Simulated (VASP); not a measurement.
Runs of VASP 6.6.1 on MgO. The structure is that of space group P6_3mc (No. 186), or close to it. The cells are those of the table. 

```csv
level,cell,smearing,gap on the mesh (eV),pressure (GPa),largest force (eV/Å)
r2SCAN,"a = 3.288, b = 3.288, c = 5.236 Å, angles 90.0, 90.0, 120.0°, 4 atoms",gaussian 0.01 eV,4.13,-4.7,-
PBE,"a = 3.222, b = 3.272, c = 5.034 Å, angles 90.0, 90.0, 119.5°, 4 atoms",fermi-dirac 0.02 eV,3.69,(b),0.01
r2SCAN,"a = 3.370, b = 3.370, c = 5.160 Å, angles 90.0, 90.0, 120.0°, 4 atoms",gaussian 0.01 eV,3.81,-8.7,-
PBE,"a = 3.288, b = 3.288, c = 5.236 Å, angles 90.0, 90.0, 120.0°, 4 atoms",fermi-dirac 0.02 eV,(a),-0.7,-
PBE,"a = 3.370, b = 3.370, c = 5.160 Å, angles 90.0, 90.0, 120.0°, 4 atoms",fermi-dirac 0.02 eV,3.16,-4.8,0.02
```

Alike in all rows: task single point; potentials or basis VASP PAW PBE potentials, release 64 (Mg, O); no spin polarisation; k mesh 12 × 12 × 6; cutoff (eV) 520.

Question: Estimate the missing entries.

Answer: (a) 3.47; (b) 6.4.

Caveats: the PAW data sets were made with another functional, which shifts forces and pressure a little (some runs).

A k mesh can miss the band edges.
